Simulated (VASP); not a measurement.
Write the native input for VASP 6.6.1 that does the following.

| Quantity | Value |
| --- | --- |
| Task | single point |
| Functional | LDA |
| Potentials or basis | VASP PAW LDA potentials, release 64 (Pb_d) |
| Cutoff | 520 eV |
| k mesh | 16 × 16 × 10 |
| Occupations | fermi-dirac, width 0.08 eV |
| Spin | no spin polarisation |
| Dipole correction | no |
| Further INCAR settings | ALGO = Normal; EDIFF = 1e-06; NBANDS = 21 |

The structure of Pb lies in POSCAR:

```
Pb
1.0
    3.4190659614      0.0000000000      0.0000000000
   -1.7095329807      2.9609979798      0.0000000000
    0.0000000000      0.0000000000      5.7111877102
Pb
2
Direct
    0.3333333333      0.6666666667      0.2500000000
    0.6666666667      0.3333333333      0.7500000000
```

This isn't the form of Pb at room conditions, which is fcc.

These files were run (other wordings do the same):

INCAR

```
PREC = Accurate
ENCUT = 520
EDIFF = 1E-6
ISMEAR = -1
SIGMA = 0.08
LREAL = F
LASPH = T
NELM = 100
ALGO = Normal
ISIF = 2
LWAVE = F
LCHARG = F
NBANDS = 21
```

KPOINTS

```
Automatic mesh
0
Gamma
  16 16 10
```

Potentials or basis: VASP PAW LDA potentials, release 64 (Pb_d).

Launch:

```bash
$ cat potpaw_LDA.64/Pb_d/POTCAR > POTCAR
$ mpirun -np 1 vasp_std > vasp.out
```

Results of the run:

```
Pressure               : 0.1 GPa
Band gap on the k mesh : zero (bands 14 and 15 overlap by 7.85 eV)
```

Caveat: spin-orbit coupling is left out, which moves the levels of the heavy elements.

It took 4.4 min on 1 thread of AMD EPYC 7R13, with other jobs on the host, peak memory 0.25 GiB.
